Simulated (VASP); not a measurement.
W:

```xyz
1
Lattice="-1.5823 1.5823 1.5823 1.5823 -1.5823 1.5823 1.5823 1.5823 -1.5823" Properties=species:S:1:pos:R:3 pbc="T T T"
W     0.0000    0.0000    0.0000
```

* Program: VASP 6.6.1
* Task: relaxation of cell and atoms
* Functional: LDA
* Potentials or basis: VASP PAW LDA potentials, release 64 (W_sv)
* Cutoff: 600 eV
* k mesh: 22 × 22 × 22
* Occupations: fermi-dirac, width 0.08 eV
* Spin: no spin polarisation

At the start: pressure -7.0 GPa; volume 15.85 Å³/atom.

Question: Where does the relaxation end?

Answer: Over 8 steps the energy falls by 7.7 meV/atom and the volume is 15.50 Å³/atom (-2.2 %); space group Im-3m (No. 229, to 0.05 Å).

The path:
```
step  energy change (eV)  largest force (eV/Å)  pressure (GPa)  volume (Å³)
   1              0.0000                0.0000           -7.02        15.85
   2              0.1028                0.0000           31.77        14.31
   3             -0.0077                0.0000           -0.26        15.51
   4             -0.0077                0.0000           -0.05        15.50
   5             -0.0077                0.0000            0.11        15.50
   6             -0.0077                0.0000           -0.26        15.52
   7             -0.0077                0.0000           -0.04        15.50
   8             -0.0077                0.0000            0.01        15.50
```

Final structure:
```
CELL_PARAMETERS angstrom
-1.57075 1.57075 1.57075
1.57075 -1.57075 1.57075
1.57075 1.57075 -1.57075
ATOMIC_POSITIONS crystal
W 0.00000 0.00000 0.00000
```
